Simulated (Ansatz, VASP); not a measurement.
Two plane-wave programs on BiRu

```xyz
2
Lattice="0.0000 2.7747 2.7747 2.7747 0.0000 2.7747 2.7747 2.7747 0.0000" Properties=species:S:1:pos:R:3 pbc="T T T"
Ru    0.0000    0.0000    0.0000
Bi    2.7747    2.7747    2.7747
```

Alike in both runs: functional PBE; k mesh 10 × 10 × 10; occupations fermi-dirac, width 0.05 eV; no spin polarisation.

Ansatz relaxed the structure, and its values are those at the end. VASP's run is a single point on that final structure, the one shown.

|  | VASP | Ansatz |
| --- | --- | --- |
| version | VASP 6.6.1 | Ansatz 0.2.0 |
| potentials or method | VASP PAW PBE potentials, release 64 (Ru_pv, Bi_d) | PAW with Ansatz's default frozen-core files, scalar-relativistic |
| plane-wave cutoff (eV) | 520 | 420 |
| valence electrons in the cell | 29 | 31 |

```tsv
	VASP	Ansatz	Ansatz less VASP
pressure (GPa)	0.0	0.0	-0.03
```

With one functional, cell and mesh, what is left measures potentials, basis and numerics. VASP's potentials hold 29 valence electrons a cell and Ansatz's 31, so a difference there can come from the potentials and not from the codes.

Spin-orbit coupling is off throughout.
